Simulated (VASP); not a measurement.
# TiO2 (Anatase) (I4_1/amd) in VASP: notebook

Runs on TiO2 (Anatase). Level: LDA. Tasks: single point.

Everything below comes from runs of VASP 6.6.1. Logs are shortened: lines on timing, memory, paths and dates and some standing lists are left out, and cuts for length are marked.

**1. The cell of the first run**

The structure is tetragonal, space group I4_1/amd (No. 141). The conventional cell has a = 3.784 Å, b = 3.784 Å, c = 9.515 Å, α = 90.00°, β = 90.00°, γ = 90.00°. Within 2.6 Å of Ti (site symmetry -4m2) lie 6 O at 1.93 to 1.98 Å. Within 2.6 Å of O (site symmetry 2mm) lie 3 Ti at 1.93 to 1.98 Å and 2 O at 2.47 Å.

**2. Single point, LDA**

Contents of INCAR:

```
SYSTEM = TiO2
PREC = Accurate
ENCUT = 520
EDIFF = 1E-6
ISMEAR = 1
SIGMA = 0.02
LREAL = .FALSE.
LASPH = .TRUE.
NELM = 80
ALGO = Normal
ISIF = 2
LWAVE = .FALSE.
LCHARG = .FALSE.
NBANDS = 33
```

Contents of KPOINTS:

```
Automatic mesh
0
G
  3 3 3
  0 0 0
```

Contents of POSCAR:

```
TiO2
1.0
   -1.8921000000      1.8921000000      4.7573000000
    1.8921000000     -1.8921000000      4.7573000000
    1.8921000000      1.8921000000     -4.7573000000
Ti O
2 4
Direct
    0.0000000000      0.0000000000      0.0000000000
    0.7500000000      0.2500000000      0.5000000000
    0.2081000000      0.2081000000      0.0000000000
    0.9581000000      0.4581000000      0.5000000000
    0.5419000000      0.0419000000      0.5000000000
    0.7919000000      0.7919000000      0.0000000000
```

Potentials or basis: VASP PAW LDA potentials, release 64 (Ti_sv, O).

Run with:

```bash
cat potpaw_LDA.64/Ti_sv/POTCAR potpaw_LDA.64/O/POTCAR > POTCAR
mpirun -np 1 vasp_std > vasp.out
```

OUTCAR:

```text
SYSTEM = TiO2
   PREC = Accurate
   ENCUT = 520
   EDIFF = 1E-6
   ISMEAR = 1
   LREAL = .FALSE.
   LASPH = .TRUE.
   NELM = 80
   ISIF = 2

 ion  position               nearest neighbor table
   1  0.000  0.000  0.000-   5 1.93   4 1.93   5 1.93   4 1.93   3 1.98   6 1.98
   2  0.750  0.250  0.500-   6 1.93   3 1.93   6 1.93   3 1.93   4 1.98   5 1.98
   3  0.208  0.208  0.000-   2 1.93   2 1.93   1 1.98
   4  0.958  0.458  0.500-   1 1.93   1 1.93   2 1.98
   5  0.542  0.042  0.500-   1 1.93   1 1.93   2 1.98
   6  0.792  0.792  0.000-   2 1.93   2 1.93   1 1.98

  LATTYP: Found a body centered tetragonal cell.
 ALAT       =     3.7842000000
 C/A-ratio  =     2.5142962846

  Lattice vectors:

 A1 = (  -1.8921000000,   1.8921000000,   4.7573000000)
 A2 = (   1.8921000000,  -1.8921000000,   4.7573000000)
 A3 = (   1.8921000000,   1.8921000000,  -4.7573000000)

Analysis of symmetry for initial positions (statically):
=====================================================================
 Subroutine PRICEL returns:
 Original cell was already a primitive cell.

 Routine SETGRP: Setting up the symmetry group for a
 body centered tetragonal supercell.

 Subroutine GETGRP returns: Found 16 space group operations
 (whereof  8 operations were pure point group operations)
 out of a pool of 16 trial point group operations.

The static configuration has the point symmetry D_2d.
 The point group associated with its full space group is D_4h.

Analysis of symmetry for dynamics (positions and initial velocities):
=====================================================================
 Subroutine PRICEL returns:
 Original cell was already a primitive cell.

 Routine SETGRP: Setting up the symmetry group for a
 body centered tetragonal supercell.

 Subroutine GETGRP returns: Found 16 space group operations
 (whereof  8 operations were pure point group operations)
 out of a pool of 16 trial point group operations.

The dynamic configuration has the point symmetry D_2d.
 The point group associated with its full space group is D_4h.

 Subroutine INISYM returns: Found 16 space group operations
 (whereof  8 operations are pure point group operations),
 and found     1 'primitive' translations

----------------------------------------------------------------------------------------

                                     Primitive cell

[... 80 lines left out ...]
   LREAL  =      F    real-space projection
   EDIFFG = 0.1E-04   stopping-criterion for IOM
   NSW    =      0    number of steps for IOM
   IBRION =     -1    ionic relax: 0-MD 1-quasi-New 2-CG
   NFREE  =      0    steps in history (QN), initial steepest desc. (CG)
   ISIF   =      2    stress and relaxation
   ISYM   =      2    0-nonsym 1-usesym 2-fastsym
   POTIM  = 0.5000    time-step for ionic-motion
   TEBEG  =    0.0;   TEEND  =   0.0 temperature during run
   PSTRESS=    0.0 pullay stress
   NELECT =      48.0000    total number of electrons
   NUPDOWN=      -1.0000    fix difference up-down
   EMIN   =  10.00;   EMAX   =-10.00  energy-range for DOS
   EFERMI =   0.00;   METHOD = LEGACY
   ISMEAR =     1;   SIGMA  =   0.02  broadening in eV -4-tet -1-fermi 0-gaus
   EFERMI_NEDOS =   21; number of points for ismear=-14 and -15
   IALGO  =     38    algorithm
   IMIX   =      4    mixing-type and parameters
     AMIX     =   0.40;   BMIX     =  1.00
     AMIX_MAG =   1.60;   BMIX_MAG =  1.00
  volume/ion in A,a.u.               =      11.35        76.62
  Fermi-wavevector in a.u.,A,eV,Ry     =   1.456752  2.752862 28.873289  2.122127
  Thomas-Fermi vector in A             =   2.573634
   LORBIT       =      0    0 simple, 1 ext, 2 COOP (PROOUT), +10 PAW based schemes
   GGA     = CA    functional components
   LHFCALC =     F    Hartree Fock is set to
   AEXX    =    0.0000 exact exchange contribution
   IVDW    =     0    specifies the selected vdW correction
   LEPSILON=     F    determine dielectric tensor
   LRPA    =     F    only Hartree local field effects (RPA)
 non-spin polarized calculation
 Methfessel and Paxton  Order N= 1 SIGMA  =   0.02
  energy-cutoff  :      520.00
  volume of cell :       68.13
 maximum number of plane-waves:      1844
 NGX is ok and might be reduce to    42
   NGX = 21   NGY = 21   NGZ = 21

 number of electron      47.9999989 magnetization

 Free energy of the ion-electron system (eV)
  ---------------------------------------------------
  ext. energy  EPLUGINS =         0.00000000
  ---------------------------------------------------
  free energy    TOTEN  =       -58.82518574 eV

  energy without entropy =      -58.82535753  energy(sigma->0) =      -58.82524300

 E-fermi :   3.0007     XC(G=0): -11.3434

 val. band max:        2.9838331436   @ k =  -0.3333   0.3333   0.0000
 cond. band min:       5.0913156580   @ k =   0.0000   0.0000   0.0000
 fundamental gap:      2.1074825144
 Fermi energy:         3.0006707859

 k-point     1 :       0.0000    0.0000    0.0000
  band No.  band energies     occupation
      1     -52.5629      2.00000
      2     -52.4975      2.00000
      3     -29.4424      2.00000
      4     -29.1944      2.00000
      5     -29.1944      2.00000
      6     -29.1187      2.00000
[... 205 lines left out ...]
     32       8.2483      0.00000
     33       8.6371      0.00000

------------------------ aborting loop because EDIFF is reached ----------------------------------------

  FORCE on cell =-STRESS in cart. coord.  units (eV):
  Direction    XX          YY          ZZ          XY          YZ          ZX
  --------------------------------------------------------------------------------------
  -------------------------------------------------------------------------------------
  Total       -2.8282049     -2.8282049     -1.6475321      0.0000000     -0.0000000      0.0000000
  in kB      -66.5139518    -66.5139518    -38.7467922      0.0000000     -0.0000000      0.0000000
  external PRESSURE =     -57.2582320 kB  Pullay stress =       0.0000000 kB

 VOLUME and BASIS-vectors are now :
 -----------------------------------------------------------------------------
  energy-cutoff  :      520.00
  volume of cell :       68.13
      direct lattice vectors                 reciprocal lattice vectors
    -1.892100000  1.892100000  4.757300000     0.000000000  0.264256646  0.105101633
     1.892100000 -1.892100000  4.757300000     0.264256646  0.000000000  0.105101633
     1.892100000  1.892100000 -4.757300000     0.264256646  0.264256646  0.000000000

 POSITION                                       TOTAL-FORCE (eV/Angst)
 -----------------------------------------------------------------------------------
      0.00000      0.00000      0.00000         0.000000      0.000000     -0.000000
      0.00000      1.89210      2.37865         0.000000      0.000000      0.000000
      0.00000      0.00000      1.97999         0.000000      0.000000     -0.007346
      0.00000      1.89210      4.35864         0.000000      0.000000     -0.007346
      0.00000      1.89210      0.39866         0.000000      0.000000      0.007346
      0.00000      0.00000      7.53461        -0.000000     -0.000000      0.007346
 -----------------------------------------------------------------------------------
    total drift:                                0.000000      0.000000      0.000000

  FREE ENERGIE OF THE ION-ELECTRON SYSTEM (eV)
  ---------------------------------------------------
  free  energy   TOTEN  =       -58.8251857404 eV

  energy  without entropy=      -58.8253575306  energy(sigma->0) =      -58.82524300
```

OSZICAR:

```text
N       E                     dE             d eps       ncg     rms          rms(c)
DAV:   1     0.639322651423E+03    0.63932E+03   -0.23925E+04   396   0.167E+03
DAV:   2     0.190940635737E+02   -0.62023E+03   -0.57322E+03   433   0.508E+02
DAV:   3    -0.706810214445E+02   -0.89775E+02   -0.88317E+02   526   0.184E+02
DAV:   4    -0.754301390759E+02   -0.47491E+01   -0.47379E+01   606   0.405E+01
DAV:   5    -0.755870460003E+02   -0.15691E+00   -0.15669E+00   487   0.581E+00    0.316E+01
DAV:   6    -0.592553531659E+02    0.16332E+02   -0.78273E+01   555   0.873E+01    0.112E+01
DAV:   7    -0.591517841450E+02    0.10357E+00   -0.15540E+01   517   0.332E+01    0.946E+00
DAV:   8    -0.589514149823E+02    0.20037E+00   -0.57672E-01   535   0.650E+00    0.652E+00
DAV:   9    -0.588821041486E+02    0.69311E-01   -0.76768E-01   582   0.977E+00    0.229E+00
DAV:  10    -0.588448975843E+02    0.37207E-01   -0.44416E-01   525   0.658E+00    0.118E+00
DAV:  11    -0.588257592811E+02    0.19138E-01   -0.72359E-02   520   0.184E+00    0.414E-01
DAV:  12    -0.588256654292E+02    0.93852E-04   -0.77755E-03   480   0.954E-01    0.154E-01
DAV:  13    -0.588254024863E+02    0.26294E-03   -0.75420E-04   560   0.292E-01    0.531E-02
DAV:  14    -0.588251885425E+02    0.21394E-03   -0.23336E-04   552   0.139E-01    0.232E-02
DAV:  15    -0.588251857921E+02    0.27504E-05   -0.64618E-05   512   0.531E-02    0.604E-03
DAV:  16    -0.588251857404E+02    0.51697E-07   -0.42699E-06   456   0.136E-02
   1 F= -.58825186E+02 E0= -.58825243E+02  d E =0.171790E-03
```

stdout:

```text
POSCAR found type information on POSCAR TiO
 POSCAR found :  2 types and       6 ions
 scaLAPACK will be used
 LDA part: xc-table for (Slater(with rela. corr.)+CA(PZ))
 , standard interpolation
 POSCAR, INCAR and KPOINTS ok, starting setup
 FFT: planning ... GRIDC
 FFT: planning ... GRID_SOFT
 FFT: planning ... GRID
 WAVECAR not read
 entering main loop
```

It took 25 s on 1 thread of Intel Xeon Platinum 8259CL at 2.50GHz (Skylake/Cascade Lake), shared host; peak memory 0.2 GiB.

Results:

```yaml
Free_energy: -58.8252 eV
Pressure: -5.7 GPa
Largest_force: 0.007 eV/Å
Band_gap_on_the_k_mesh: 2.11 eV, indirect (least direct gap 2.36 eV)
```

Forces on the atoms (eV/Å):
```
Ti   0.000  0.000  0.000
Ti   0.000  0.000  0.000
O    0.000  0.000 -0.007
O    0.000  0.000 -0.007
O    0.000  0.000  0.007
O    0.000  0.000  0.007
```

Caveat: the k points lie up to 0.78 Å⁻¹ apart. A hybrid or GW would open this gap; LDA tends to underestimate it.

**3. Single point, LDA**

Contents of INCAR:

```
  PREC = Accurate
  ENCUT = 520
  EDIFF = 1E-7
  ISMEAR = 1
  SIGMA = 0.02
  LREAL = False
  LASPH = True
  NELM = 100
  ALGO = Normal
  ISIF = 2
  LWAVE = False
  LCHARG = False
  NBANDS = 33
```

Contents of KPOINTS:

```
Automatic mesh
0
Gamma
  4 4 4
```

POSCAR is that of step 2.

Potentials or basis: VASP PAW LDA potentials, release 64 (Ti_sv, O).

Run with:

```bash
cat potpaw_LDA.64/Ti_sv/POTCAR potpaw_LDA.64/O/POTCAR > POTCAR
mpirun -np 1 vasp_std > vasp.out
```

OUTCAR:

```text
PREC = Accurate
   ENCUT = 520
   EDIFF = 1E-7
   ISMEAR = 1
   LREAL = False
   LASPH = True
   NELM = 100
   ISIF = 2

 ion  position               nearest neighbor table
   1  0.000  0.000  0.000-   5 1.93   4 1.93   5 1.93   4 1.93   3 1.98   6 1.98
   2  0.750  0.250  0.500-   6 1.93   3 1.93   6 1.93   3 1.93   4 1.98   5 1.98
   3  0.208  0.208  0.000-   2 1.93   2 1.93   1 1.98
   4  0.958  0.458  0.500-   1 1.93   1 1.93   2 1.98
   5  0.542  0.042  0.500-   1 1.93   1 1.93   2 1.98
   6  0.792  0.792  0.000-   2 1.93   2 1.93   1 1.98

  LATTYP: Found a body centered tetragonal cell.
[... 662 lines left out ...]
  -------------------------------------------------------------------------------------
  Total       -2.4997491     -2.4997491     -2.0846264      0.0000000     -0.0000000      0.0000000
  in kB      -58.7893014    -58.7893014    -49.0264113      0.0000000     -0.0000000      0.0000000
  external PRESSURE =     -55.5350047 kB  Pullay stress =       0.0000000 kB

 VOLUME and BASIS-vectors are now :
 -----------------------------------------------------------------------------
  energy-cutoff  :      520.00
  volume of cell :       68.13
      direct lattice vectors                 reciprocal lattice vectors
    -1.892100000  1.892100000  4.757300000     0.000000000  0.264256646  0.105101633
     1.892100000 -1.892100000  4.757300000     0.264256646  0.000000000  0.105101633
     1.892100000  1.892100000 -4.757300000     0.264256646  0.264256646  0.000000000

 POSITION                                       TOTAL-FORCE (eV/Angst)
 -----------------------------------------------------------------------------------
      0.00000      0.00000      0.00000        -0.000000     -0.000000     -0.000000
      0.00000      1.89210      2.37865        -0.000000     -0.000000     -0.000000
      0.00000      0.00000      1.97999         0.000000      0.000000     -0.081207
      0.00000      1.89210      4.35864        -0.000000     -0.000000     -0.081207
      0.00000      1.89210      0.39866         0.000000      0.000000      0.081207
      0.00000      0.00000      7.53461        -0.000000     -0.000000      0.081207
 -----------------------------------------------------------------------------------
    total drift:                                0.000000      0.000000      0.000000

  FREE ENERGIE OF THE ION-ELECTRON SYSTEM (eV)
  ---------------------------------------------------
  free  energy   TOTEN  =       -58.8028712332 eV

  energy  without entropy=      -58.8028712332  energy(sigma->0) =      -58.80287123
```

stdout:

```text
POSCAR found type information on POSCAR TiO
 POSCAR found :  2 types and       6 ions
 scaLAPACK will be used
 LDA part: xc-table for (Slater(with rela. corr.)+CA(PZ))
 , standard interpolation
 POSCAR, INCAR and KPOINTS ok, starting setup
 FFT: planning ... GRIDC
 FFT: planning ... GRID_SOFT
 FFT: planning ... GRID
 WAVECAR not read
 entering main loop
```

Wall time 52 s (1 thread of Intel Xeon Platinum 8259CL at 2.50GHz (Skylake/Cascade Lake), shared host); peak memory 0.21 GiB.

What came out:

```
Free energy            : -58.8029 eV
Pressure               : -5.6 GPa
Largest force          : 0.081 eV/Å
Band gap on the k mesh : 2.03 eV, indirect (least direct gap 2.34 eV)
```

Forces in eV/Å, atoms in the order of the input:
```
Ti   0.000  0.000  0.000
Ti   0.000  0.000  0.000
O    0.000  0.000 -0.081
O    0.000  0.000 -0.081
O    0.000  0.000  0.081
O    0.000  0.000  0.081
```

Caveat: the k points lie up to 0.59 Å⁻¹ apart. A k mesh can miss the band edges.

(Continued in part 2 of 2.)
